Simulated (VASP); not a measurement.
Write the native input for VASP 6.6.1 that does the following.

```yaml
Task: relaxation of cell and atoms
Functional: PBE
Potentials_or_basis: VASP PAW PBE potentials, release 64 (Mg, Zn, O)
Cutoff: 600 eV
k_mesh: 6 × 6 × 1
Occupations: gaussian, width 0.1 eV
Spin: no spin polarisation
Dipole_correction: no
Further_INCAR_settings: ALGO = Normal; EDIFF = 1e-06; IBRION = 2; EDIFFG = -0.04; NSW = 90; ISIF = 3
```

The structure of Mg5ZnO6 lies in POSCAR:

```
Mg5ZnO6
1.0
    3.3112041100      0.0000000000      0.0000000000
   -1.6556020600      2.8675868800      0.0000000000
    0.0000000000      0.0000000000     16.2215210100
Mg Zn O
5 1 6
Direct
    0.3333333300      0.6666666700      0.8333333300
    0.6666666700      0.3333333300      0.1666666700
    0.3333333300      0.6666666700      0.3333333300
    0.0000000000      0.0000000000      0.5000000000
    0.6666666700      0.3333333300      0.6666666700
    0.0000000000      0.0000000000      0.0000000000
    0.6666666700      0.3333333300      0.9166666700
    0.3333333300      0.6666666700      0.0833333300
    0.0000000000      0.0000000000      0.2500000000
    0.6666666700      0.3333333300      0.4166666700
    0.3333333300      0.6666666700      0.5833333300
    0.0000000000      0.0000000000      0.7500000000
```

The input as run:

INCAR

```
ALGO = Normal ; EDIFF = 1E-6
EDIFFG = -0.04 ; ENCUT = 600
GGA = PE ; IBRION = 2
ISIF = 3 ; ISMEAR = 0
LASPH = True ; LCHARG = False
LREAL = False ; LWAVE = False
NELM = 60 ; NSW = 90
PREC = Accurate ; SIGMA = 0.1
```

KPOINTS

```
k-points
0
Gamma
  6 6 1
```

Potentials or basis: VASP PAW PBE potentials, release 64 (Mg, Zn, O).

Run with:

```console
$ cat potpaw_PBE.64/Mg/POTCAR potpaw_PBE.64/Zn/POTCAR potpaw_PBE.64/O/POTCAR > POTCAR
$ mpirun -np 1 vasp_std > vasp.out
```

It gave:

- Relaxed volume: 9.67 Å³/atom
- Relaxed cell: a = 3.014 Å, b = 3.014 Å, c = 14.747 Å, α = 90.00°, β = 90.00°, γ = 120.00°
- Space group after relaxing (to 0.1 Å): P-3m1 (No. 164)
- Energy gained by relaxing: 307.7 meV/atom
- Ionic steps: 13
- Pressure after relaxing: 0.0 GPa
- Largest force after relaxing: 0.009 eV/Å
- Band gap on the k mesh: 3.31 eV

Caveat: the volume moved by over 15 % at a fixed basis, so the end points are rough.

It took 17 min on 1 thread of Intel Xeon 8259CL (shared host), peak memory 0.36 GiB.
